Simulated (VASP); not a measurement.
# TiAl3 (I4/mmm) in VASP: relaxation of shape and atoms at fixed volume with PBE

Aim: the relaxation of shape and atoms at fixed volume of TiAl3 with PBE.

All numbers are computed with VASP 6.6.1; they aren't measurements. Logs are shortened: lines on timing, memory, paths and dates and some standing lists are left out, and cuts for length are marked.

**1. The cell of the first run**

The structure is tetragonal, space group I4/mmm (No. 139). Conventional cell: a = 3.728 Å, b = 3.728 Å, c = 8.348 Å, α = 90.00°, β = 90.00°, γ = 90.00°. Ti (site symmetry 4/mmm) has 12 Al at 2.64 to 2.80 Å within 3.5 Å. Within 3.5 Å of Al (site symmetry 4/mmm) lie 4 Ti at 2.64 Å and 8 Al at 2.80 Å. Within 3.5 Å of Al (site symmetry -4m2) lie 8 Al at 2.64 to 2.80 Å and 4 Ti at 2.80 Å.

**2. Relaxation of shape and atoms at fixed volume, PBE (14.50 Å³/atom)**

File INCAR:

```
PREC = Accurate
ENCUT = 600
EDIFF = 1E-6
ISMEAR = 0
SIGMA = 0.1
LREAL = F
LASPH = T
NELM = 60
ALGO = Fast
ISIF = 4
LWAVE = F
LCHARG = F
GGA = PE
IBRION = 2
NSW = 50
EDIFFG = -0.01
```

File KPOINTS:

```
Automatic mesh
0
Gamma
  16 16 16
```

File POSCAR:

```
TiAl3
1.0
   -1.8640509007      1.8640509007      4.1740313580
    1.8640509007     -1.8640509007      4.1740313580
    1.8640509007      1.8640509007     -4.1740313580
Ti Al
1 3
Direct
    0.0000000000      0.0000000000      0.0000000000
    0.5000000000      0.5000000000      0.0000000000
    0.7500000000      0.2500000000      0.5000000000
    0.2500000000      0.7500000000      0.5000000000
```

Potentials or basis: VASP PAW PBE potentials, release 64 (Ti_sv, Al).

Command:

```
cat potpaw_PBE.64/Ti_sv/POTCAR potpaw_PBE.64/Al/POTCAR > POTCAR
mpirun -np 1 vasp_std > vasp.out
```

OUTCAR:

```text
PREC = Accurate
   ENCUT = 600
   EDIFF = 1E-6
   ISMEAR = 0
   LREAL = F
   LASPH = T
   NELM = 60
   ISIF = 4
   GGA = PE
   IBRION = 2
   NSW = 50
   EDIFFG = -0.01

 ion  position               nearest neighbor table
   1  0.000  0.000  0.000-   2 2.64   2 2.64   2 2.64   2 2.64   4 2.80   3 2.80   4 2.80   4 2.80
                             3 2.80   3 2.80   4 2.80   3 2.80
   2  0.500  0.500  0.000-   1 2.64   1 2.64   1 2.64   1 2.64   4 2.80   3 2.80   4 2.80   3 2.80
                             4 2.80   4 2.80   3 2.80   3 2.80
   3  0.750  0.250  0.500-   4 2.64   4 2.64   4 2.64   4 2.64   2 2.80   1 2.80   2 2.80   1 2.80
                             2 2.80   2 2.80   1 2.80   1 2.80
   4  0.250  0.750  0.500-   3 2.64   3 2.64   3 2.64   3 2.64   2 2.80   1 2.80   2 2.80   2 2.80
                             1 2.80   1 2.80   2 2.80   1 2.80

  LATTYP: Found a body centered tetragonal cell.
 ALAT       =     3.7281018014
 C/A-ratio  =     2.2392260621

  Lattice vectors:

 A1 = (  -1.8640509007,   1.8640509007,   4.1740313580)
 A2 = (   1.8640509007,  -1.8640509007,   4.1740313580)
 A3 = (   1.8640509007,   1.8640509007,  -4.1740313580)

Analysis of symmetry for initial positions (statically):
=====================================================================
 Subroutine PRICEL returns:
 Original cell was already a primitive cell.

 Routine SETGRP: Setting up the symmetry group for a
 body centered tetragonal supercell.

 Subroutine GETGRP returns: Found 16 space group operations
 (whereof 16 operations were pure point group operations)
 out of a pool of 16 trial point group operations.

The static configuration has the point symmetry D_4h.

Analysis of symmetry for dynamics (positions and initial velocities):
=====================================================================
 Subroutine PRICEL returns:
 Original cell was already a primitive cell.

 Routine SETGRP: Setting up the symmetry group for a
 body centered tetragonal supercell.

 Subroutine GETGRP returns: Found 16 space group operations
 (whereof 16 operations were pure point group operations)
 out of a pool of 16 trial point group operations.

The dynamic configuration has the point symmetry D_4h.

 Subroutine INISYM returns: Found 16 space group operations
 (whereof 16 operations are pure point group operations),
 and found     1 'primitive' translations

----------------------------------------------------------------------------------------

                                     Primitive cell

  volume of cell :      58.0138

  direct lattice vectors                    reciprocal lattice vectors
    -1.864050901  1.864050901  4.174031358     0.000000000  0.268233019  0.119788271
     1.864050901 -1.864050901  4.174031358     0.268233019  0.000000000  0.119788271
     1.864050901  1.864050901 -4.174031358     0.268233019  0.268233019  0.000000000

  length of vectors
     4.936791397  4.936791397  4.936791397     0.293765522  0.293765522  0.379338773

  position of ions in fractional coordinates (direct lattice)
     0.000000000  0.000000000  0.000000000
     0.500000000  0.500000000  0.000000000
     0.750000000  0.250000000  0.500000000
     0.250000000  0.750000000  0.500000000

  ion indices of the primitive-cell ions
   primitive index   ion index
                 1           1
                 2           2
                 3           3
                 4           4

----------------------------------------------------------------------------------------

 KPOINTS: Automatic mesh

Automatic generation of k-mesh.
 Grid dimensions read from file:
 generate k-points for:   16   16   16

 Generating k-lattice:

  Cartesian coordinates                     Fractional coordinates (reciprocal lattice)
     0.000000000  0.016764564  0.007486767     0.062500000  0.000000000  0.000000000
     0.016764564  0.000000000  0.007486767     0.000000000  0.062500000  0.000000000
     0.016764564  0.016764564  0.000000000     0.000000000  0.000000000  0.062500000

  Length of vectors
     0.018360345  0.018360345  0.023708673

  Shift w.r.t. Gamma in fractional coordinates (k-lattice)
     0.000000000  0.000000000  0.000000000

 Subroutine IBZKPT returns following result:
 ===========================================

 Found    349 irreducible k-points:

 Following reciprocal coordinates:
            Coordinates               Weight
  0.000000  0.000000  0.000000      1.000000
  0.062500 -0.000000  0.000000      8.000000
  0.125000 -0.000000  0.000000      8.000000
  0.187500 -0.000000  0.000000      8.000000
  0.250000 -0.000000  0.000000      8.000000
  0.312500 -0.000000  0.000000      8.000000
[... 16 lines left out ...]
 -0.125000  0.062500 -0.000000     16.000000
 -0.062500  0.062500  0.000000      4.000000
 [... further k-points ...]
   k-points           NKPTS =    349   k-points in BZ     NKDIM =    349   number of bands    NBANDS=     14
   number of dos      NEDOS =    301   number of ions     NIONS =      4
   total plane-waves  NPLWV =  64000
   dimension x,y,z NGX =    40 NGY =   40 NGZ =   40
   dimension x,y,z NGXF=    80 NGYF=   80 NGZF=   80
   ions per type =               1   3
   NGX,Y,Z   is equivalent  to a cutoff of  13.47, 13.47, 13.47 a.u.
   NGXF,Y,Z  is equivalent  to a cutoff of  26.94, 26.94, 26.94 a.u.
 SYSTEM =  unknown system
   PREC   = accura    normal or accurate (medium, high low for compatibility)
   ISTART =      0    job   : 0-new  1-cont  2-samecut
   ICHARG =      2    charge: 1-file 2-atom 10-const
   ISPIN  =      1    spin polarized calculation?
   LNONCOLLINEAR =      F non collinear calculations
   LSORBIT =      F    spin-orbit coupling
   LASPH  =      T    aspherical Exc in radial PAW
   ENCUT  =  600.0 eV  44.10 Ry    6.64 a.u.   9.86  9.86  9.86*2*pi/ulx,y,z
   NELM   =     60;   NELMIN=  2; NELMDL= -5     # of ELM steps
   EDIFF  = 0.1E-05   stopping-criterion for ELM
   LREAL  =      F    real-space projection
   EDIFFG = -.1E-01   stopping-criterion for IOM
   NSW    =     50    number of steps for IOM
   IBRION =      2    ionic relax: 0-MD 1-quasi-New 2-CG
   NFREE  =      1    steps in history (QN), initial steepest desc. (CG)
   ISIF   =      4    stress and relaxation
   ISYM   =      2    0-nonsym 1-usesym 2-fastsym
   POTIM  = 0.5000    time-step for ionic-motion
   TEBEG  =    0.0;   TEEND  =   0.0 temperature during run
   PSTRESS=    0.0 pullay stress
   NELECT =      21.0000    total number of electrons
   NUPDOWN=      -1.0000    fix difference up-down
   EMIN   =  10.00;   EMAX   =-10.00  energy-range for DOS
   EFERMI =   0.00;   METHOD = LEGACY
   ISMEAR =     0;   SIGMA  =   0.10  broadening in eV -4-tet -1-fermi 0-gaus
   EFERMI_NEDOS =   21; number of points for ismear=-14 and -15
   IALGO  =     68    algorithm
   IMIX   =      4    mixing-type and parameters
     AMIX     =   0.40;   BMIX     =  1.00
     AMIX_MAG =   1.60;   BMIX_MAG =  1.00
  volume/ion in A,a.u.               =      14.50        97.87
  Fermi-wavevector in a.u.,A,eV,Ry     =   1.166731  2.204802 18.521093  1.361262
  Thomas-Fermi vector in A             =   2.303241
   LORBIT       =      0    0 simple, 1 ext, 2 COOP (PROOUT), +10 PAW based schemes
   GGA     = PE    functional components
   LHFCALC =     F    Hartree Fock is set to
   AEXX    =    0.0000 exact exchange contribution
   IVDW    =     0    specifies the selected vdW correction
   LEPSILON=     F    determine dielectric tensor
   LRPA    =     F    only Hartree local field effects (RPA)
 conjugate gradient relaxation of ions
 non-spin polarized calculation
 RMM-DIIS sequential band-by-band and
 Gauss-broadening in eV      SIGMA  =   0.10
  energy-cutoff  :      600.00
  volume of cell :       58.01
 maximum number of plane-waves:      1977
   NGX = 19   NGY = 19   NGZ = 19

--------------------------------------- Ionic step        1  -------------------------------------------

 number of electron      21.0000000 magnetization

 Free energy of the ion-electron system (eV)
  ---------------------------------------------------
  ext. energy  EPLUGINS =         0.00000000
  ---------------------------------------------------
  free energy    TOTEN  =       -20.46693141 eV

  energy without entropy =      -20.45887974  energy(sigma->0) =      -20.46290558

------------------------ aborting loop because EDIFF is reached ----------------------------------------

  FORCE on cell =-STRESS in cart. coord.  units (eV):
  Direction    XX          YY          ZZ          XY          YZ          ZX
  --------------------------------------------------------------------------------------
  -------------------------------------------------------------------------------------
  Total        4.3928423      4.3928423      4.3076602      0.0000000      0.0000000      0.0000000
  in kB      121.3179227    121.3179227    118.9654314      0.0000000      0.0000000      0.0000000
  external PRESSURE =     120.5337589 kB  Pullay stress =       0.0000000 kB

 VOLUME and BASIS-vectors are now :
 -----------------------------------------------------------------------------
  energy-cutoff  :      600.00
  volume of cell :       58.01
      direct lattice vectors                 reciprocal lattice vectors
    -1.864050901  1.864050901  4.174031358     0.000000000  0.268233019  0.119788271
     1.864050901 -1.864050901  4.174031358     0.268233019  0.000000000  0.119788271
     1.864050901  1.864050901 -4.174031358     0.268233019  0.268233019  0.000000000

 POSITION                                       TOTAL-FORCE (eV/Angst)
 -----------------------------------------------------------------------------------
      0.00000      0.00000      0.00000        -0.000000      0.000000      0.000000
      0.00000      0.00000      4.17403        -0.000000      0.000000      0.000000
     -0.00000      1.86405      2.08702        -0.000000     -0.000000     -0.000000
      1.86405     -0.00000      2.08702         0.000000     -0.000000     -0.000000
 -----------------------------------------------------------------------------------
    total drift:                               -0.000000     -0.000000      0.000000

  FREE ENERGIE OF THE ION-ELECTRON SYSTEM (eV)
  ---------------------------------------------------
  free  energy   TOTEN  =       -20.4669314086 eV

  energy  without entropy=      -20.4588797437  energy(sigma->0) =      -20.46290558

--------------------------------------- Ionic step        2  -------------------------------------------

 number of electron      21.0000000 magnetization

 Free energy of the ion-electron system (eV)
  ---------------------------------------------------
  ext. energy  EPLUGINS =         0.00000000
  ---------------------------------------------------
  free energy    TOTEN  =       -20.46697314 eV

  energy without entropy =      -20.45888950  energy(sigma->0) =      -20.46293132

 E-fermi :   9.1524     XC(G=0): -11.0993

 val. band max:        9.1513266216   @ k =  -0.0625   0.1250   0.0625
 cond. band min:       9.1555716777   @ k =  -0.3750   0.4375   0.3125
 fundamental gap:      0.0042450561
 Fermi energy:         9.1523960371

 k-point     1 :       0.0000    0.0000    0.0000
  band No.  band energies     occupation
      1     -47.0759      2.00000
      2     -23.4150      2.00000
      3     -23.4150      2.00000
      4     -23.3346      2.00000
      5      -1.3804      2.00000
      6       6.2248      2.00000
      7       6.4184      2.00000
      8       7.5783      2.00000
      9       7.8330      2.00000
     10       7.8330      2.00000
     11      10.0482      0.00000
     12      11.0545      0.00000
     13      11.0545      0.00000
     14      11.3987      0.00000
[... 375 lines left out ...]
 k-point    24 :      -0.0625    0.0625    0.0000
  band No.  band energies     occupation
      1     -47.0757      2.00000
      2     -23.4165      2.00000
      3     -23.4162      2.00000
      4     -23.3344      2.00000
      5      -1.2939      2.00000
      6       6.2984      2.00000
      7       6.3492      2.00000
      8       7.4943      2.00000
      9       7.5885      2.00000
     10       7.8518      2.00000
     11       9.6484      0.00000
     12      11.1507      0.00000
     13      11.1961      0.00000
     14      11.2888      0.00000

 [... further k-points ...]

------------------------ aborting loop because EDIFF is reached ----------------------------------------

  FORCE on cell =-STRESS in cart. coord.  units (eV):
  Direction    XX          YY          ZZ          XY          YZ          ZX
  --------------------------------------------------------------------------------------
  -------------------------------------------------------------------------------------
  Total        4.3535066      4.3535066      4.3391022      0.0000000      0.0000000      0.0000000
  in kB      120.2315793    120.2315793    119.8337717      0.0000000      0.0000000      0.0000000
  external PRESSURE =     120.0989768 kB  Pullay stress =       0.0000000 kB

 VOLUME and BASIS-vectors are now :
 -----------------------------------------------------------------------------
  energy-cutoff  :      600.00
  volume of cell :       58.01
      direct lattice vectors                 reciprocal lattice vectors
    -1.864689466  1.864689466  4.171173044     0.000000000  0.268141162  0.119870357
     1.864689466 -1.864689466  4.171173044     0.268141162  0.000000000  0.119870357
     1.864689466  1.864689466 -4.171173044     0.268141162  0.268141162  0.000000000

 POSITION                                       TOTAL-FORCE (eV/Angst)
 -----------------------------------------------------------------------------------
      1.86469     -1.86469      4.17117        -0.000000      0.000000      0.000000
      0.00000      0.00000      4.17117        -0.000000      0.000000      0.000000
     -0.00000      1.86469      2.08559        -0.000000      0.000000     -0.000000
      1.86469     -0.00000      2.08559         0.000000     -0.000000      0.000000
 -----------------------------------------------------------------------------------
    total drift:                               -0.000000     -0.000000      0.000000

  FREE ENERGIE OF THE ION-ELECTRON SYSTEM (eV)
  ---------------------------------------------------
  free  energy   TOTEN  =       -20.4669731383 eV

  energy  without entropy=      -20.4588895042  energy(sigma->0) =      -20.46293132

 reached required accuracy - stopping structural energy minimisation
```

Run time: 48 min. Hardware: 1 thread of Intel Xeon 8259CL, shared host; peak memory 0.51 GiB.

What came out:

```
Free energy               : -20.4670 eV
Energy gained by relaxing : 0.0 meV/atom
Ionic steps               : 2
Pressure after relaxing   : 12.0 GPa
Band gap on the k mesh    : zero (an odd number of electrons rules out a gap without spin polarisation)
```

Final structure:
```
Ti Al
1.0
    -1.86469    1.86469    4.17117
     1.86469   -1.86469    4.17117
     1.86469    1.86469   -4.17117
Ti Al
1 3
Direct
  0.00000 0.00000 0.00000
  0.50000 0.50000 0.00000
  0.75000 0.25000 0.50000
  0.25000 0.75000 0.50000
```

Levels at points of the mesh, in eV from the Fermi level:
```csv
k point,band 7,band 8,band 9,band 10,band 11,band 12,band 13,band 14
"(0.00, 0.00, 0.00)",-2.73,-1.57,-1.32,-1.32,0.90,1.90,1.90,2.25
"(0.50, 0.00, 0.00)",-3.81,-2.95,-1.13,-0.30,0.54,2.02,2.20,3.32
"(0.50, 0.50, 0.00)",-4.51,-3.98,-2.78,-2.25,-1.08,1.98,2.16,2.85
"(0.50, 0.50, 0.50)",-2.14,-0.91,-0.91,-0.28,0.74,0.74,1.04,3.22
```
